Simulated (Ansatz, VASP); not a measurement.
**TiO2 in VASP and in Ansatz**

File INCAR:

```
SYSTEM = TiO2
  PREC = Accurate
  ENCUT = 520
  EDIFF = 1E-6
  ISMEAR = 0
  SIGMA = 0.05
  LREAL = .FALSE.
  LASPH = .TRUE.
  NELM = 150
  ALGO = Normal
  ISIF = 2
  LWAVE = .FALSE.
  LCHARG = .FALSE.
  LMAXMIX = 4
  LDAU = .TRUE.
  LDAUTYPE = 2
  LDAUL = 2 -1
  LDAUU = 4 0
  LDAUJ = 0 0
  LDAUPRINT = 1
  GGA = PE
  NBANDS = 33
```

KPOINTS

```
regular mesh
0
G
  8 8 8
  0 0 0
```

The input POSCAR:

```
TiO2
1.0
   -1.8680206176      1.8680206176      5.1049267437
    1.8680206176     -1.8680206176      5.1049267437
    1.8680206176      1.8680206176     -5.1049267437
Ti O
2 4
Direct
    0.0000000000      0.0000000000      0.0000000000
    0.7500000000      0.2500000000      0.5000000000
    0.2103403591      0.2103403591      0.0000000000
    0.9603403591      0.4603403591      0.5000000000
    0.5396596409      0.0396596409      0.5000000000
    0.7896596409      0.7896596409      0.0000000000
```

Input for Ansatz:

```yaml
crystal:
  lattice:
    - [-1.8680206176, 1.8680206176, 5.1049267437]
    - [1.8680206176, -1.8680206176, 5.1049267437]
    - [1.8680206176, 1.8680206176, -5.1049267437]
  atoms:
    - { symbol: Ti, position: [0.0, 0.0, 0.0] }
    - { symbol: Ti, position: [0.75, 0.25, 0.5] }
    - { symbol: O, position: [0.2103403591, 0.2103403591, 0.0] }
    - { symbol: O, position: [0.9603403591, 0.4603403591, 0.5] }
    - { symbol: O, position: [0.5396596409, 0.0396596409, 0.5] }
    - { symbol: O, position: [0.7896596409, 0.7896596409, 0.0] }
basis:
  ecutwfc: 520.0
kpoints:
  mp_grid: { grid: [8, 8, 8] }
hamiltonian:
  xc: pbe
  pseudopotentials: { kind: paw, azcp: { folder: soft_1 } }
  hubbard: { sites: [{ species: Ti, l: d, u_eff: 4.0 }] }
scf:
  occupations: { method: gaussian, width: 0.05 }
output:
  forces: true
  stress: true
  eigenvalues: true
```

Alike in both runs: task single point; functional PBE; k mesh 8 × 8 × 8; occupations gaussian, width 0.05 eV; no spin polarisation; Hubbard terms Ti d U = 4.0 eV.

```csv
,VASP,Ansatz
version,VASP 6.6.1,Ansatz 0.2.0
potentials or method,"VASP PAW PBE potentials, release 64 (Ti_sv, O), cutoff 520 eV","scalar-relativistic, plane waves, PAW"
valence electrons in the cell,48,48
```

Ansatz gave:

```
gap on the k mesh at the Fermi level (eV)                     : 2.47
least direct gap on the mesh (eV)                             : 2.95
pressure (GPa)                                                : 0.3
traceless stress, the component that is largest in VASP (GPa) : -11.93
rms of the force components (eV/Å)                            : 0.527
```

What did VASP give for the same quantities?

gap on the k mesh at the Fermi level (eV): 2.56; least direct gap on the mesh (eV): 3.03; pressure (GPa): 4.5; traceless stress, the component that is largest in VASP (GPa): -14.22; rms of the force components (eV/Å): 0.506.

The programs project onto different local orbitals, so the same U acts differently, and such runs can settle in different states. Atom by atom the forces differ by 0.021 eV/Å (rms over components).
